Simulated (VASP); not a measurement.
# CdSe (P1) in VASP: single point with revPBE+D4

Aim: the single point of CdSe with revPBE+D4.

Program: VASP 6.6.1. These are calculated values, not measurements. Logs are shortened: lines on timing, memory, paths and dates and some standing lists are left out, and cuts for length are marked.

## Step 1: The cell of the first run

The typed cell holds 4 atoms: a = 4.270 Å, b = 4.278 Å, c = 7.067 Å, α = 88.11°, β = 90.33°, γ = 119.37°.

## Step 2: Single point, revPBE+D4, collinear spin (the cell strained at random)

Contents of INCAR:

```
SYSTEM = CdSe
ALGO = Normal ; EDIFF = 1E-7
ENCUT = 520 ; GGA = RE
ISIF = 2 ; ISMEAR = 1
ISPIN = 2 ; IVDW = 13
LASPH = .TRUE. ; LCHARG = .FALSE.
LORBIT = 11 ; LREAL = .FALSE.
LWAVE = .FALSE. ; MAGMOM = 0.5 -0.5 0 0
NBANDS = 30 ; NELM = 150
PREC = Accurate ; SIGMA = 0.15
```

Contents of KPOINTS:

```
k-points
0
G
  5 5 3
  0 0 0
```

Contents of POSCAR:

```
CdSe
1.0
    4.2694710000      0.0213100000     -0.0126310000
   -2.1162800000      3.7169660000      0.0708560000
   -0.0206200000      0.1216670000      7.0655030000
Cd Se
2 2
Direct
    0.6643592044      0.3303690870      0.5061245535
    0.3328723352      0.6619756512      0.0063173850
    0.6705096082      0.3335736466      0.8788305890
    0.3322588522      0.6740816152      0.3787274725
```

Potentials or basis: VASP PAW PBE potentials, release 64 (Cd, Se).

On the command line:

```
$ cat potpaw_PBE.64/Cd/POTCAR potpaw_PBE.64/Se/POTCAR > POTCAR
$ mpirun -np 1 vasp_std > vasp.out
```

OUTCAR:

```text
SYSTEM = CdSe
   EDIFF = 1E-7
   ENCUT = 520
   GGA = RE
   ISIF = 2
   ISMEAR = 1
   ISPIN = 2
   IVDW = 13
   LASPH = .TRUE.
   LORBIT = 11
   LREAL = .FALSE.
   NELM = 150
   PREC = Accurate

 ion  position               nearest neighbor table
   1  0.664  0.330  0.506-   4 2.63   4 2.63   3 2.63   4 2.64
   2  0.333  0.662  0.006-   3 2.63   4 2.63   3 2.63   3 2.64
   3  0.671  0.334  0.879-   2 2.63   1 2.63   2 2.63   2 2.64
   4  0.332  0.674  0.379-   1 2.63   1 2.63   2 2.63   1 2.64

  LATTYP: Found a triclinic cell.
 ALAT       =     4.2777912357
 B/A-ratio  =     0.9980718156
 C/A-ratio  =     1.6519227241
 COS(alpha) =     0.0057899221
 COS(beta)  =     0.0329647468
 COS(gamma) =     0.4904171070

  Lattice vectors:

 A1 = (  -2.1162800000,   3.7169660000,   0.0708560000)
 A2 = (  -4.2694710000,  -0.0213100000,   0.0126310000)
 A3 = (  -0.0206200000,   0.1216670000,   7.0655030000)

Analysis of symmetry for initial positions (statically):
=====================================================================
 Subroutine PRICEL returns:
 Original cell was already a primitive cell.

 Routine SETGRP: Setting up the symmetry group for a
 triclinic supercell.

 Subroutine GETGRP returns: Found  1 space group operations
 (whereof  1 operations were pure point group operations)
 out of a pool of  2 trial point group operations.

The static configuration has the point symmetry C_1 .

Analysis of symmetry for dynamics (positions and initial velocities):
=====================================================================
 Subroutine PRICEL returns:
 Original cell was already a primitive cell.

 Routine SETGRP: Setting up the symmetry group for a
 triclinic supercell.

 Subroutine GETGRP returns: Found  1 space group operations
 (whereof  1 operations were pure point group operations)
 out of a pool of  2 trial point group operations.

The dynamic configuration has the point symmetry C_1 .

Analysis of structural, dynamic, and magnetic symmetry:
=====================================================================
 Subroutine PRICEL returns:
 Original cell was already a primitive cell.

 Routine SETGRP: Setting up the symmetry group for a
 triclinic supercell.

 Subroutine GETGRP returns: Found  1 space group operations
 (whereof  1 operations were pure point group operations)
 out of a pool of  2 trial point group operations.

The overall configuration has the point symmetry C_1 .

 Subroutine INISYM returns: Found  1 space group operations
 (whereof  1 operations are pure point group operations),
[... 128 lines left out ...]
   IVDW    =    13    specifies the selected vdW correction
   LEPSILON=     F    determine dielectric tensor
   LRPA    =     F    only Hartree local field effects (RPA)
 spin polarized calculation
 Methfessel and Paxton  Order N= 1 SIGMA  =   0.15
  energy-cutoff  :      520.00
  volume of cell :      112.41
 maximum number of plane-waves:      3051
   NGX = 15   NGY = 15   NGZ = 27

 number of electron      35.9999997 magnetization      -0.0000001

 number of electron      35.9999997 magnetization       0.0000000

 Free energy of the ion-electron system (eV)
  ---------------------------------------------------
  ext. energy  EPLUGINS =         0.00000000
  ---------------------------------------------------
  free energy    TOTEN  =        -9.72353203 eV

  energy without entropy =       -9.72403173  energy(sigma->0) =       -9.72369860

 E-fermi :   1.1941     XC(G=0):  -8.7091

 val. band max:        1.0945519429   @ k =   0.0000   0.0000   0.0000
 cond. band min:       1.8304948877   @ k =   0.0000   0.0000   0.0000
 fundamental gap:      0.7359429448
 Fermi energy:         1.1941096096

 spin component 1

 k-point     1 :       0.0000    0.0000    0.0000
  band No.  band energies     occupation
      1     -11.5192      1.00000
      2     -11.1479      1.00000
      3      -6.9007      1.00000
      4      -6.8825      1.00000
      5      -6.8780      1.00000
      6      -6.8162      1.00000
[... 781 lines left out ...]
     29      12.3528      0.00000
     30      12.8126      0.00000

 [... further k-points ...]

 spin component 2

 k-point     1 :       0.0000    0.0000    0.0000
  band No.  band energies     occupation
      1     -11.5192      1.00000
      2     -11.1479      1.00000
      3      -6.9007      1.00000
      4      -6.8825      1.00000
      5      -6.8780      1.00000
      6      -6.8162      1.00000
[... 781 lines left out ...]
     29      12.3528      0.00000
     30      12.8126      0.00000

 [... further k-points ...]

------------------------ aborting loop because EDIFF is reached ----------------------------------------

  DFT-D4 for vdW energy calculation

  Edisp (eV):   -2.17146

  FORCE on cell =-STRESS in cart. coord.  units (eV):
  Direction    XX          YY          ZZ          XY          YZ          ZX
  --------------------------------------------------------------------------------------
  -------------------------------------------------------------------------------------
  Total       0.82648     0.72155     0.60526    -0.05070    -0.24518     0.03692
  in kB      11.77985    10.28425     8.62673    -0.72260    -3.49457     0.52628
  external pressure =       10.23 kB  Pullay stress =        0.00 kB

 VOLUME and BASIS-vectors are now :
 -----------------------------------------------------------------------------
  energy-cutoff  :      520.00
  volume of cell :      112.41
      direct lattice vectors                 reciprocal lattice vectors
     4.269471000  0.021310000 -0.012631000     0.233552432  0.133005341 -0.001608733
    -2.116280000  3.716966000  0.070856000    -0.001353107  0.268354393 -0.004624975
    -0.020620000  0.121667000  7.065503000     0.000431091 -0.002453403  0.141576246

 POSITION                                       TOTAL-FORCE (eV/Angst)
 -----------------------------------------------------------------------------------
      2.12687      1.30371      3.59104         0.000426     -0.003908     -0.008973
      0.02013      2.46840      0.08734         0.009702     -0.015750     -0.015309
      2.13866      1.36110      6.22455        -0.008788      0.016361      0.012578
     -0.01579      2.55870      2.71947        -0.001340      0.003297      0.011704
 -----------------------------------------------------------------------------------
    total drift:                               -0.000218     -0.000904      0.000591

  FREE ENERGIE OF THE ION-ELECTRON SYSTEM (eV)
  ---------------------------------------------------
  free  energy   TOTEN  =       -11.8949922325 eV

  energy  without entropy=      -11.8954919339  energy(sigma->0) =      -11.89515880

 total charge

# of ion       s       p       d       tot
------------------------------------------
    1        0.439   0.313   9.560  10.312
    2        0.439   0.313   9.560  10.312
    3        1.440   2.415   0.022   3.876
    4        1.440   2.415   0.022   3.877
--------------------------------------------------
tot          3.758   5.455  19.164  28.377

 magnetization (x)

# of ion       s       p       d       tot
------------------------------------------
    1       -0.000  -0.000   0.000  -0.000
    2        0.000   0.000  -0.000   0.000
    3        0.000  -0.000   0.000  -0.000
    4       -0.000   0.000  -0.000   0.000
--------------------------------------------------
tot          0.000  -0.000   0.000   0.000
```

stdout:

```text
POSCAR found type information on POSCAR CdSe
 POSCAR found :  2 types and       4 ions
 scaLAPACK will be used
 -----------------------------------------------------------------------------
|                                                                             |
|                                                                             |
|     You enforced a specific xc type in the INCAR file but a different       |
|     I HOPE YOU KNOW WHAT YOU ARE DOING!                                     |
|                                                                             |
 -----------------------------------------------------------------------------

 LDA part: xc-table for (Slater+PW92), standard interpolation
 POSCAR, INCAR and KPOINTS ok, starting setup
 FFT: planning ... GRIDC
 FFT: planning ... GRID_SOFT
 FFT: planning ... GRID
 WAVECAR not read
 entering main loop
```

It took 3.8 min on 1 thread of Intel Xeon Platinum 8259CL at 2.50GHz (Skylake/Cascade Lake), shared host; peak memory 0.38 GiB.

What came out:

```yaml
Free_energy: -11.8950 eV
Pressure: 1.0 GPa
Largest_force: 0.024 eV/Å
Band_gap_on_the_k_mesh: 0.74 eV
Net_moment: 0.00 μB per cell
Valence_electrons_inside_the_program's_atomic_spheres: Cd 10.31; Se 3.88
Dispersion_energy_per_atom: -0.543 eV
```

Forces in eV/Å, atoms in the order of the input:
```
Cd   0.000 -0.004 -0.009
Cd   0.010 -0.016 -0.015
Se  -0.009  0.016  0.013
Se  -0.001  0.003  0.012
```

Caveat: the cell differs from its parent crystal (the cell strained at random); the PAW data sets were made with another functional, which shifts forces and pressure a little.
